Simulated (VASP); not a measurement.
# AlFe (CsCl type) (Pm-3m) in VASP: further runs, part 2 of 2

VASP 6.6.1.

## 6. Single point, HSE06

This run uses another cell than the first one, of 11.58 Å³/atom.

POSCAR reads:

```
AlFe
1.0
    2.8507376746      0.0000000000      0.0000000000
    0.0000000000      2.8507376746      0.0000000000
    0.0000000000      0.0000000000      2.8507376746
Fe Al
1 1
Direct
    0.0000000000      0.0000000000      0.0000000000
    0.5000000000      0.5000000000      0.5000000000
```

INCAR.step1 reads:

```
PREC = Accurate
ENCUT = 520
EDIFF = 1E-5
ISMEAR = -1
SIGMA = 0.1
LREAL = False
LASPH = True
NELM = 60
ALGO = Normal
ISIF = 2
LWAVE = True
LCHARG = False
GGA = PE
NBANDS = 12
```

INCAR.step2 reads:

```
PREC = Accurate
ENCUT = 520
EDIFF = 1E-7
ISMEAR = -1
SIGMA = 0.1
LREAL = False
LASPH = True
NELM = 60
ALGO = Normal
ISIF = 2
LWAVE = False
LCHARG = False
GGA = PE
LHFCALC = True
HFSCREEN = 0.2079
PRECFOCK = Normal
ISTART = 1
NBANDS = 12
```

KPOINTS reads:

```
regular mesh
0
Gamma
  4 4 4
```

Potentials or basis: VASP PAW PBE potentials, release 64 (Fe, Al).

Command:

```console
$ cat potpaw_PBE.64/Fe/POTCAR potpaw_PBE.64/Al/POTCAR > POTCAR
$ cp INCAR.step1 INCAR
$ mpirun -np 1 vasp_std > vasp.out
$ cp INCAR.step2 INCAR
$ mpirun -np 1 vasp_std > vasp.out
```

OUTCAR:

```text
PREC = Accurate
   ENCUT = 520
   EDIFF = 1E-7
   ISMEAR = -1
   LREAL = False
   LASPH = True
   NELM = 60
   ISIF = 2
   GGA = PE
   LHFCALC = True
   HFSCREEN = 0.2079
   PRECFOCK = Normal
   ISTART = 1

 ion  position               nearest neighbor table
   1  0.000  0.000  0.000-   2 2.47   2 2.47   2 2.47   2 2.47   2 2.47   2 2.47   2 2.47   2 2.47

   2  0.500  0.500  0.500-   1 2.47   1 2.47   1 2.47   1 2.47   1 2.47   1 2.47   1 2.47   1 2.47

  LATTYP: Found a simple cubic cell.
 ALAT       =     2.8507376746

  Lattice vectors:

 A1 = (   2.8507376746,   0.0000000000,   0.0000000000)
 A2 = (   0.0000000000,   2.8507376746,   0.0000000000)
 A3 = (   0.0000000000,   0.0000000000,   2.8507376746)

Analysis of symmetry for initial positions (statically):
=====================================================================
 Subroutine PRICEL returns:
 Original cell was already a primitive cell.

 Routine SETGRP: Setting up the symmetry group for a
 simple cubic supercell.

 Subroutine GETGRP returns: Found 48 space group operations
 (whereof 48 operations were pure point group operations)
 out of a pool of 48 trial point group operations.

The static configuration has the point symmetry O_h .

Analysis of symmetry for dynamics (positions and initial velocities):
=====================================================================
 Subroutine PRICEL returns:
 Original cell was already a primitive cell.

 Routine SETGRP: Setting up the symmetry group for a
 simple cubic supercell.

 Subroutine GETGRP returns: Found 48 space group operations
 (whereof 48 operations were pure point group operations)
 out of a pool of 48 trial point group operations.

The dynamic configuration has the point symmetry O_h .

 Subroutine INISYM returns: Found 48 space group operations
 (whereof 48 operations are pure point group operations),
 and found     1 'primitive' translations

----------------------------------------------------------------------------------------

                                     Primitive cell

  volume of cell :      23.1671

  direct lattice vectors                    reciprocal lattice vectors
     2.850737675  0.000000000  0.000000000     0.350786398  0.000000000  0.000000000
     0.000000000  2.850737675  0.000000000     0.000000000  0.350786398  0.000000000
     0.000000000  0.000000000  2.850737675     0.000000000  0.000000000  0.350786398

  length of vectors
     2.850737675  2.850737675  2.850737675     0.350786398  0.350786398  0.350786398

  position of ions in fractional coordinates (direct lattice)
     0.000000000  0.000000000  0.000000000
     0.500000000  0.500000000  0.500000000

  ion indices of the primitive-cell ions
   primitive index   ion index
                 1           1
                 2           2

----------------------------------------------------------------------------------------

 KPOINTS: regular mesh

Automatic generation of k-mesh.
 Grid dimensions read from file:
 generate k-points for:    4    4    4

[... 33 lines left out ...]
   dimension x,y,z NGX =    24 NGY =   24 NGZ =   24
   dimension x,y,z NGXF=    48 NGYF=   48 NGZF=   48
   ions per type =               1   1
   NGX,Y,Z   is equivalent  to a cutoff of  14.00, 14.00, 14.00 a.u.
   NGXF,Y,Z  is equivalent  to a cutoff of  27.99, 27.99, 27.99 a.u.
 SYSTEM =  unknown system
   PREC   = accura    normal or accurate (medium, high low for compatibility)
   ISTART =      1    job   : 0-new  1-cont  2-samecut
   ICHARG =      0    charge: 1-file 2-atom 10-const
   ISPIN  =      1    spin polarized calculation?
   LNONCOLLINEAR =      F non collinear calculations
   LSORBIT =      F    spin-orbit coupling
   LASPH  =      T    aspherical Exc in radial PAW
   ENCUT  =  520.0 eV  38.22 Ry    6.18 a.u.   5.30  5.30  5.30*2*pi/ulx,y,z
   NELM   =     60;   NELMIN=  2; NELMDL=  0     # of ELM steps
   EDIFF  = 0.1E-06   stopping-criterion for ELM
   LREAL  =      F    real-space projection
   EDIFFG = 0.1E-05   stopping-criterion for IOM
   NSW    =      0    number of steps for IOM
   IBRION =     -1    ionic relax: 0-MD 1-quasi-New 2-CG
   NFREE  =      0    steps in history (QN), initial steepest desc. (CG)
   ISIF   =      2    stress and relaxation
   ISYM   =      3    0-nonsym 1-usesym 2-fastsym
   POTIM  = 0.5000    time-step for ionic-motion
   TEBEG  =    0.0;   TEEND  =   0.0 temperature during run
   PSTRESS=    0.0 pullay stress
   NELECT =      11.0000    total number of electrons
   NUPDOWN=      -1.0000    fix difference up-down
   EMIN   =  10.00;   EMAX   =-10.00  energy-range for DOS
   EFERMI =   0.00;   METHOD = LEGACY
   ISMEAR =    -1;   SIGMA  =   0.10  broadening in eV -4-tet -1-fermi 0-gaus
   EFERMI_NEDOS =   21; number of points for ismear=-14 and -15
   IALGO  =     38    algorithm
   IMIX   =      1    mixing-type and parameters
     AMIX     =   0.40;   BMIX     =  1.00
     AMIX_MAG =   1.60;   BMIX_MAG =  1.00
  volume/ion in A,a.u.               =      11.58        78.17
  Fermi-wavevector in a.u.,A,eV,Ry     =   1.277169  2.413500 22.193298  1.631161
  Thomas-Fermi vector in A             =   2.409784
   LORBIT       =      0    0 simple, 1 ext, 2 COOP (PROOUT), +10 PAW based schemes
   GGA     = PE    functional components
   LHFCALC =     T    Hartree Fock is set to
   PRECFOCK=normal    Normal, Fast or Accurate (Low or Medium for compatibility)
   ENCUT4O =  -1.0   cutoff for four orbital integrals eV
   NKREDX  =     1    reduce k-point grid by
   NKREDY  =     1    reduce k-point grid by
   NKREDZ  =     1    reduce k-point grid by
   AEXX    =    0.2500 exact exchange contribution
   HFSCREEN=    0.2079 screening length (either q_TF or 0.3 A-1)
   HFSCREENC=   0.2079 screening length for correlation (either q_TF or 0.3 A-1)
   ENCUTFOCK=  -1.0 apply spherical cutoff to Coloumb kernel
   IVDW    =     0    specifies the selected vdW correction
   LEPSILON=     F    determine dielectric tensor
   LRPA    =     F    only Hartree local field effects (RPA)
 non-spin polarized calculation
  energy-cutoff  :      520.00
  volume of cell :       23.17
 maximum number of plane-waves:       647
 NGX is ok and might be reduce to    24
  NGX = 16; NGY = 16; NGZ = 16

 number of electron      11.0000001 magnetization

 Free energy of the ion-electron system (eV)
  ---------------------------------------------------
  ext. energy  EPLUGINS =         0.00000000
  ---------------------------------------------------
  free energy    TOTEN  =       -15.12678798 eV

  energy without entropy =      -15.09490726  energy(sigma->0) =      -15.11084762

 E-fermi :   7.5528     XC(G=0): -10.0062

 val. band max:        7.5109995802   @ k =   0.2500   0.0000   0.0000
 cond. band min:       7.6143368966   @ k =   0.5000   0.0000   0.0000
 fundamental gap:      0.1033373164
 Fermi energy:         7.5527585434

 k-point     1 :       0.0000    0.0000    0.0000
  band No.  band energies     occupation
      1      -3.8253      2.00000
      2       5.3231      2.00000
      3       5.3231      2.00000
      4       7.4105      1.61136
      5       7.4106      1.61131
      6       7.4106      1.61130
      7      15.3745      0.00000
      8      15.3745      0.00000
      9      15.3745      0.00000
     10      18.8745      0.00000
     11      18.8745      0.00000
     12      25.6761      0.00000
[... 121 lines left out ...]
 k-point    10 :       0.5000    0.5000    0.5000
  band No.  band energies     occupation
      1       3.5420      2.00000
      2       3.5420      2.00000
      3       3.5420      2.00000
      4       9.7290      0.00000
      5       9.7290      0.00000
      6      11.6189      0.00000
      7      11.6189      0.00000
      8      11.6189      0.00000
      9      13.2003      0.00000
     10      15.1245      0.00000
     11      15.1245      0.00000
     12      15.1245      0.00000

------------------------ aborting loop because EDIFF is reached ----------------------------------------

  FORCE on cell =-STRESS in cart. coord.  units (eV):
  Direction    XX          YY          ZZ          XY          YZ          ZX
  --------------------------------------------------------------------------------------
  -------------------------------------------------------------------------------------
  Total       -0.9846057     -0.9846057     -0.9846057     -0.0000000     -0.0000000     -0.0000000
  in kB      -68.0927947    -68.0927947    -68.0927947     -0.0000000     -0.0000000     -0.0000000
  external PRESSURE =     -68.0927947 kB  Pullay stress =       0.0000000 kB

 VOLUME and BASIS-vectors are now :
 -----------------------------------------------------------------------------
  energy-cutoff  :      520.00
  volume of cell :       23.17
      direct lattice vectors                 reciprocal lattice vectors
     2.850737675  0.000000000  0.000000000     0.350786398  0.000000000  0.000000000
     0.000000000  2.850737675  0.000000000     0.000000000  0.350786398  0.000000000
     0.000000000  0.000000000  2.850737675     0.000000000  0.000000000  0.350786398

 POSITION                                       TOTAL-FORCE (eV/Angst)
 -----------------------------------------------------------------------------------
      0.00000      0.00000      0.00000         0.000000      0.000000      0.000000
      1.42537      1.42537      1.42537         0.000000      0.000000      0.000000
 -----------------------------------------------------------------------------------
    total drift:                                0.000009      0.000012      0.000010

  FREE ENERGIE OF THE ION-ELECTRON SYSTEM (eV)
  ---------------------------------------------------
  free  energy   TOTEN  =       -15.1267879813 eV

  energy  without entropy=      -15.0949072600  energy(sigma->0) =      -15.11084762
```

Wall time 2.8 min (1 thread of AMD EPYC 7R43 (Zen 3), shared host); peak memory 0.2 GiB.

Results:

```yaml
Free_energy: -15.1268 eV
Pressure: -6.8 GPa
Band_gap_on_the_k_mesh: zero (an odd number of electrons rules out a gap without spin polarisation)
```

Caveat: the k points lie up to 0.55 Å⁻¹ apart, too coarse for converged energies and pressures of a metal; the PAW data sets were made with another functional, which shifts forces and pressure a little; the run has no spin polarisation, though such a crystal can be magnetic. Spin polarisation is off, so any magnetic state and its effect on volume and gap are missing.

## 7. Summary

```csv
cell,gap on the mesh (eV),pressure (GPa)
"a = 2.791 Å, 2 atoms",none,6.2
"a = 2.821 Å, 2 atoms",none,-0.9
"a = 2.851 Å, 2 atoms",none,-6.8
```

Alike in all rows: task single point; level HSE06; potentials or basis VASP PAW PBE potentials, release 64 (Fe, Al); no spin polarisation; k mesh 4 × 4 × 4; cutoff (eV) 520; smearing fermi-dirac 0.1 eV.

Caveats: all runs use coarse meshes; the PAW data sets were made with another functional, which shifts forces and pressure a little; the run has no spin polarisation, though such a crystal can be magnetic.

Absolute energies hang on the potentials; compare differences alone.

The gap in the log of VASP goes by the Fermi energy; the results here count the filled bands.